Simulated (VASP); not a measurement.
# HfH6 (P4/m) in VASP: further runs, part 2 of 2

VASP 6.6.1. Earlier steps stand in the parts before.

**3. Single point, PBE**

This run uses another cell than the first one, of 9.54 Å³/atom.

Input file INCAR:

```
PREC = Accurate
ENCUT = 520
EDIFF = 1E-6
ISMEAR = 0
SIGMA = 0.1
LREAL = False
LASPH = True
NELM = 100
ALGO = Normal
ISIF = 2
LWAVE = False
LCHARG = True
GGA = PE
LELF = True
LVHAR = True
NBANDS = 17
```

Input file KPOINTS:

```
regular mesh
0
Gamma
  8 8 14
```

Input file POSCAR:

```
HfH6
1.0
    4.9100958531      0.0000000000      0.0000000000
    0.0000000000      4.9100958531      0.0000000000
    0.0000000000      0.0000000000      2.7687878674
Hf H
1 6
Direct
    0.0000000000      0.0000000000      0.0000000000
    0.0906519513      0.6914578304      0.5000000000
    0.9093480487      0.3085421696      0.5000000000
    0.3085421696      0.0906519513      0.5000000000
    0.6914578304      0.9093480487      0.5000000000
    0.0000000000      0.5000000000      0.5000000000
    0.5000000000      0.0000000000      0.5000000000
```

Potentials or basis: VASP PAW PBE potentials, release 64 (Hf_pv, H).

On the command line:

```sh
> cat potpaw_PBE.64/Hf_pv/POTCAR potpaw_PBE.64/H/POTCAR > POTCAR
> mpirun -np 1 vasp_std > vasp.out
```

OUTCAR:

```text
PREC = Accurate
   ENCUT = 520
   EDIFF = 1E-6
   ISMEAR = 0
   LREAL = False
   LASPH = True
   NELM = 100
   ISIF = 2
   GGA = PE

 ion  position               nearest neighbor table
   1  0.000  0.000  0.000-   2 2.10   3 2.10   4 2.10   5 2.10   2 2.10   3 2.10   4 2.10   5 2.10

   2  0.091  0.691  0.500-   1 2.10   1 2.10
   3  0.909  0.309  0.500-   1 2.10   1 2.10
   4  0.309  0.091  0.500-   1 2.10   1 2.10
   5  0.691  0.909  0.500-   1 2.10   1 2.10
   6  0.000  0.500  0.500-
   7  0.500  0.000  0.500-

  LATTYP: Found a simple tetragonal cell.
 ALAT       =     4.9100958531
 C/A-ratio  =     0.5638969076

  Lattice vectors:

 A1 = (   4.9100958531,   0.0000000000,   0.0000000000)
 A2 = (   0.0000000000,   4.9100958531,   0.0000000000)
 A3 = (   0.0000000000,   0.0000000000,   2.7687878674)

Analysis of symmetry for initial positions (statically):
=====================================================================
 Subroutine PRICEL returns:
 Original cell was already a primitive cell.

 Routine SETGRP: Setting up the symmetry group for a
[... 186 lines left out ...]
 k-point     1 :       0.0000    0.0000    0.0000
  band No.  band energies     occupation
      1     -30.1660      2.00000
      2     -30.1660      2.00000
      3     -29.2236      2.00000
      4      -9.7535      2.00000
      5      -7.5276      2.00000
      6      -2.4710      2.00000
[... 457 lines left out ...]
      4      -9.4941      2.00000
      5      -7.5264      2.00000
      6      -3.2776      2.00000
[... 9 lines left out ...]
     16       8.5383      0.00000
     17      10.8819      0.00000

 [... further k-points ...]

------------------------ aborting loop because EDIFF is reached ----------------------------------------

  FORCE on cell =-STRESS in cart. coord.  units (eV):
  Direction    XX          YY          ZZ          XY          YZ          ZX
  --------------------------------------------------------------------------------------
  -------------------------------------------------------------------------------------
  Total       -0.1404642     -0.1404642     -0.2308096      0.0000001      0.0000000      0.0000000
  in kB       -3.3713707     -3.3713707     -5.5398086      0.0000028      0.0000000      0.0000000
  external PRESSURE =      -4.0941833 kB  Pullay stress =       0.0000000 kB

 VOLUME and BASIS-vectors are now :
 -----------------------------------------------------------------------------
  energy-cutoff  :      520.00
  volume of cell :       66.75
      direct lattice vectors                 reciprocal lattice vectors
     4.910095853  0.000000000  0.000000000     0.203662012  0.000000000  0.000000000
     0.000000000  4.910095853  0.000000000     0.000000000  0.203662012  0.000000000
     0.000000000  0.000000000  2.768787867     0.000000000  0.000000000  0.361168875

 POSITION                                       TOTAL-FORCE (eV/Angst)
 -----------------------------------------------------------------------------------
      0.00000      0.00000      0.00000         0.000000      0.000000      0.000000
      0.44511      3.39512      1.38439        -0.008137      0.005029     -0.000000
      4.46499      1.51497      1.38439         0.008137     -0.005029      0.000000
      1.51497      0.44511      1.38439        -0.005029     -0.008137      0.000000
      3.39512      4.46499      1.38439         0.005029      0.008137     -0.000000
      0.00000      2.45505      1.38439         0.000000      0.000000      0.000000
      2.45505      0.00000      1.38439         0.000000      0.000000      0.000000
 -----------------------------------------------------------------------------------
    total drift:                                0.000000      0.000000     -0.000000

  FREE ENERGIE OF THE ION-ELECTRON SYSTEM (eV)
  ---------------------------------------------------
  free  energy   TOTEN  =       -27.6465218964 eV

  energy  without entropy=      -27.6393486157  energy(sigma->0) =      -27.64293526
```

OSZICAR:

```text
N       E                     dE             d eps       ncg     rms          rms(c)
DAV:   1     0.284653774761E+02    0.28465E+02   -0.73903E+03  4960   0.798E+02
DAV:   2    -0.271262817794E+02   -0.55592E+02   -0.51708E+02  6743   0.181E+02
DAV:   3    -0.293576435503E+02   -0.22314E+01   -0.22133E+01  6054   0.278E+01
DAV:   4    -0.293798348228E+02   -0.22191E-01   -0.22182E-01  6374   0.324E+00
DAV:   5    -0.293802294387E+02   -0.39462E-03   -0.39458E-03  6282   0.380E-01    0.390E+01
DAV:   6    -0.279884021753E+02    0.13918E+01   -0.94267E-01  5412   0.565E+00    0.254E+01
DAV:   7    -0.276936780935E+02    0.29472E+00   -0.12225E+00  5993   0.613E+00    0.283E+00
DAV:   8    -0.276443716161E+02    0.49306E-01   -0.17150E-01  5441   0.250E+00    0.104E+00
DAV:   9    -0.276462468097E+02   -0.18752E-02   -0.17989E-02  5660   0.772E-01    0.644E-01
DAV:  10    -0.276460165226E+02    0.23029E-03   -0.90096E-04  6376   0.181E-01    0.874E-02
DAV:  11    -0.276464309925E+02   -0.41447E-03   -0.39340E-04  5233   0.850E-02    0.259E-02
DAV:  12    -0.276465075159E+02   -0.76523E-04   -0.75320E-05  5865   0.393E-02    0.149E-02
DAV:  13    -0.276465202224E+02   -0.12707E-04   -0.21829E-05  5326   0.237E-02    0.323E-02
DAV:  14    -0.276465219712E+02   -0.17488E-05   -0.31099E-06  5882   0.847E-03    0.628E-03
DAV:  15    -0.276465218964E+02    0.74758E-07   -0.27433E-07  4661   0.313E-03
   1 F= -.27646522E+02 E0= -.27642935E+02  d E =-.717328E-02
```

stdout:

```text
POSCAR found type information on POSCAR HfH
 POSCAR found :  2 types and       7 ions
 scaLAPACK will be used
 LDA part: xc-table for (Slater+PW92), standard interpolation
 POSCAR, INCAR and KPOINTS ok, starting setup
 FFT: planning ... GRIDC
 FFT: planning ... GRID_SOFT
 FFT: planning ... GRID
 WAVECAR not read
 entering main loop
```

It took 4.1 min on 1 thread of Intel Xeon 8259CL, shared host; peak memory 0.3 GiB.

Results:

| Item | Value |
| --- | --- |
| Free energy | -27.6465 eV |
| Pressure | -0.4 GPa |
| Largest force | 0.010 eV/Å |
| Band gap on the k mesh | zero (bands 8 and 9 overlap by 1.27 eV) |

Forces on the atoms (eV/Å):
```
Hf   0.000  0.000  0.000
H   -0.008  0.005  0.000
H    0.008 -0.005  0.000
H   -0.005 -0.008  0.000
H    0.005  0.008  0.000
H    0.000  0.000  0.000
H    0.000  0.000  0.000
```

Caveat: spin-orbit coupling is left out, which moves the levels of the heavy elements.

**4. Relaxation of cell and atoms, PBE**

This run uses another cell than the first one, of 9.03 Å³/atom.

Input file INCAR:

```
ALGO = Normal
EDIFF = 1E-6
EDIFFG = -0.01
ENCUT = 600
GGA = PE
IBRION = 2
ISIF = 3
ISMEAR = 0
LASPH = True
LCHARG = False
LREAL = False
LWAVE = False
NELM = 100
NSW = 100
PREC = Accurate
SIGMA = 0.1
```

Input file KPOINTS:

```
k-points
0
Gamma
  8 8 14
```

Input file POSCAR:

```
HfH6
1.0
    4.7859877820      0.0000000000      0.0000000000
    0.0000000000      4.7859877820      0.0000000000
    0.0000000000      0.0000000000      2.7586981731
Hf H
1 6
Direct
    0.0000000000      0.0000000000      0.0000000000
    0.1127234992      0.6908443663      0.5000000000
    0.8872765008      0.3091556337      0.5000000000
    0.3091556337      0.1127234992      0.5000000000
    0.6908443663      0.8872765008      0.5000000000
    0.0000000000      0.5000000000      0.5000000000
    0.5000000000      0.0000000000      0.5000000000
```

On the command line:

```sh
> cat potpaw_PBE.64/Hf_pv/POTCAR potpaw_PBE.64/H/POTCAR > POTCAR
> mpirun -np 1 vasp_std > vasp.out
```

Wall time 15 min (1 thread of Intel Xeon 8259CL, shared host); peak memory 0.31 GiB.

The run converged. Its results:

| Item | Value |
| --- | --- |
| Free energy | -27.6476 eV |
| Relaxed volume | 9.37 Å³/atom |
| Relaxed cell | a = 4.874 Å, b = 4.874 Å, c = 2.763 Å, α = 90.00°, β = 90.00°, γ = 90.00° |
| Space group after relaxing (to 0.1 Å) | P4/m (No. 83) |
| Energy gained by relaxing | 0.9 meV/atom |
| Ionic steps | 12 |
| Pressure after relaxing | 0.0 GPa |
| Largest force after relaxing | 0.004 eV/Å |
| Band gap on the k mesh | zero (bands 8 and 9 overlap by 1.21 eV) |

Forces in eV/Å, atoms in the order of the input:
```
Hf   0.000  0.000  0.000
H   -0.003 -0.003  0.000
H    0.003  0.003  0.000
H    0.003 -0.003  0.000
H   -0.003  0.003  0.000
H    0.000  0.000  0.000
H    0.000  0.000  0.000
```

Stress tensor (GPa, compression positive):
```
 0.05  0.00  0.00
 0.00  0.05  0.00
 0.00  0.00 -0.03
```

The path:
```
step  energy change (eV)  largest force (eV/Å)  pressure (GPa)  volume (Å³)
   1              0.0000                0.0685           -0.05        63.19
   2             -0.0007                0.0400            0.02        63.16
   3             -0.0010                0.0221            0.09        63.13
   4             -0.0012                0.0217            0.10        63.19
   5             -0.0017                0.0215            0.09        63.34
   6             -0.0027                0.0207            0.09        63.65
   7             -0.0042                0.0195            0.07        64.26
   8             -0.0059                0.0218            0.03        65.50
   9             -0.0051                0.0747           -0.17        65.90
  10             -0.0061                0.0128           -0.04        65.63
  11             -0.0059                0.0131            0.07        65.61
  12             -0.0062                0.0044            0.02        65.62
```

Final structure:
```cif
data_structure
_symmetry_space_group_name_H-M 'P 1'
_symmetry_Int_Tables_number 1
_cell_length_a 4.8736
_cell_length_b 4.8736
_cell_length_c 2.7627
_cell_angle_alpha 90.000
_cell_angle_beta 90.000
_cell_angle_gamma 90.000
_cell_volume 65.62
loop_
_atom_site_label
_atom_site_type_symbol
_atom_site_fract_x
_atom_site_fract_y
_atom_site_fract_z
_atom_site_occupancy
Hf1 Hf 0.00000 0.00000 0.00000 1
H1 H 0.09593 0.69120 0.50000 1
H2 H 0.90407 0.30880 0.50000 1
H3 H 0.30880 0.09593 0.50000 1
H4 H 0.69120 0.90407 0.50000 1
H5 H 0.00000 0.50000 0.50000 1
H6 H 0.50000 0.00000 0.50000 1
```

Levels at points of the mesh, in eV from the Fermi level:
| k point | band 6 | band 7 | band 8 | band 9 | band 10 | band 11 |
| --- | --- | --- | --- | --- | --- | --- |
| (0.00, 0.00, 0.00) | -3.83 | -3.83 | -2.84 | -0.41 | 3.06 | 3.12 |
| (0.50, 0.00, 0.00) | -5.75 | -3.70 | -1.92 | -0.29 | 2.25 | 3.14 |
| (0.50, 0.50, 0.00) | -7.85 | -4.39 | -0.91 | -0.55 | 4.09 | 4.09 |
| (0.00, 0.00, 0.50) | -5.50 | -5.50 | -1.10 | 0.53 | 2.02 | 4.66 |
| (0.50, 0.00, 0.50) | -5.45 | -2.41 | -0.38 | 0.32 | 1.52 | 1.95 |
| (0.50, 0.50, 0.50) | -3.97 | -1.29 | 0.37 | 0.37 | 1.21 | 1.23 |

Caveat: spin-orbit coupling is left out, which moves the levels of the heavy elements.

**5. Summary**

```csv
task,cell,k mesh,cutoff (eV),gap on the mesh (eV),pressure (GPa),largest force (eV/Å)
relaxation of cell and atoms,"relaxed from a = 4.485, b = 4.485, c = 2.812 Å, 7 atoms, atomic positions A",4 × 4 × 6,600,none,0.6,0.03
single point,"a = 4.910, b = 4.910, c = 2.769 Å, 7 atoms, atomic positions B",8 × 8 × 14,520,none,-0.4,0.01
relaxation of cell and atoms,"relaxed from a = 4.786, b = 4.786, c = 2.759 Å, 7 atoms, atomic positions C",8 × 8 × 14,600,none,0.0,-
```

Alike in all rows: level PBE; potentials or basis VASP PAW PBE potentials, release 64 (Hf_pv, H); no spin polarisation; smearing gaussian 0.1 eV.

Caveats: some runs use coarse meshes; spin-orbit coupling is left out, which moves the levels of the heavy elements.

Absolute energies hang on the potentials; compare differences alone.
